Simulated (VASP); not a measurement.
Input of a VASP 6.6.1 run:

Contents of INCAR:

```
SYSTEM = KCl
PREC = Accurate
ENCUT = 500
EDIFF = 1E-6
ISMEAR = -1
SIGMA = 0.02
LREAL = .False.
LASPH = .True.
NELM = 120
ALGO = Normal
ISIF = 2
LWAVE = .False.
LCHARG = .False.
GGA = PE
NBANDS = 15
GGA_COMPAT = .False.
```

The input KPOINTS:

```
Automatic mesh
0
Gamma
  6 6 6
  0 0 0
```

POSCAR

```
KCl
1.0
    0.0000000000      3.1939197849      3.1939197849
    3.1939197849      0.0000000000      3.1939197849
    3.1939197849      3.1939197849      0.0000000000
K Cl
1 1
Direct
    0.0000000000      0.0000000000      0.0000000000
    0.5000000000      0.5000000000      0.5000000000
```

Potentials or basis: VASP PAW PBE potentials, release 64 (K_sv, Cl).

Run with:

```sh
$ cat potpaw_PBE.64/K_sv/POTCAR potpaw_PBE.64/Cl/POTCAR > POTCAR
$ mpirun -np 1 vasp_std > vasp.out
```

Q: Predict the pressure.

A: 0.0 GPa.

Q: What does it give for the band gap on the k mesh?

A: 5.04 eV, direct.
